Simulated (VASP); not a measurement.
Wanted: the native input for a VASP 6.6.1 run.

```yaml
Task: single point
Functional: PBE
Potentials_or_basis: VASP PAW PBE potentials, release 64 (Ta_pv, Ge_d, Pt)
Cutoff: 520 eV
k_mesh: 8 × 8 × 6
Occupations: gaussian, width 0.1 eV
Spin: no spin polarisation
Dipole_correction: no
Further_INCAR_settings: ALGO = Normal; EDIFF = 1e-06; NBANDS = 46
```

The structure of TaGe3Pt2 lies in POSCAR:

```
TaGe3Pt2
1.0
    4.1853621586      0.0000000000      0.0000000000
    0.0000000000      4.1853621586      0.0000000000
    0.0000000000      0.0000000000      5.7145461269
Ta Ge Pt
1 3 2
Direct
    0.5000000000      0.5000000000      0.0000000000
    0.0000000000      0.0000000000      0.0000000000
    0.5000000000      0.5000000000      0.5000000000
    0.0000000000      0.0000000000      0.5000000000
    0.5000000000      0.0000000000      0.7564439491
    0.0000000000      0.5000000000      0.2435560509
```

The input as run:

INCAR

```
SYSTEM = TaGe3Pt2
ALGO = Normal
EDIFF = 1E-6
ENCUT = 520
GGA = PE
ISIF = 2
ISMEAR = 0
LASPH = .TRUE.
LCHARG = .FALSE.
LREAL = .FALSE.
LWAVE = .FALSE.
NBANDS = 46
NELM = 100
PREC = Accurate
SIGMA = 0.1
```

KPOINTS

```
k-points
0
G
  8 8 6
  0 0 0
```

Potentials or basis: VASP PAW PBE potentials, release 64 (Ta_pv, Ge_d, Pt).

Command:

```sh
$ cat potpaw_PBE.64/Ta_pv/POTCAR potpaw_PBE.64/Ge_d/POTCAR potpaw_PBE.64/Pt/POTCAR > POTCAR
$ mpirun -np 1 vasp_std > vasp.out
```

Results of the run:

| Property | Result |
| --- | --- |
| Pressure | 24.2 GPa |
| Band gap on the k mesh | zero (an odd number of electrons rules out a gap without spin polarisation) |

Caveat: the cell stands under pressure; spin-orbit coupling is left out, which moves the levels of the heavy elements; an odd number of electrons without spin polarisation forces a metal; a magnetic or distorted state may lie lower.

It took 6 min on 1 thread of Intel Xeon 8259CL, on a shared host, peak memory 0.38 GiB.
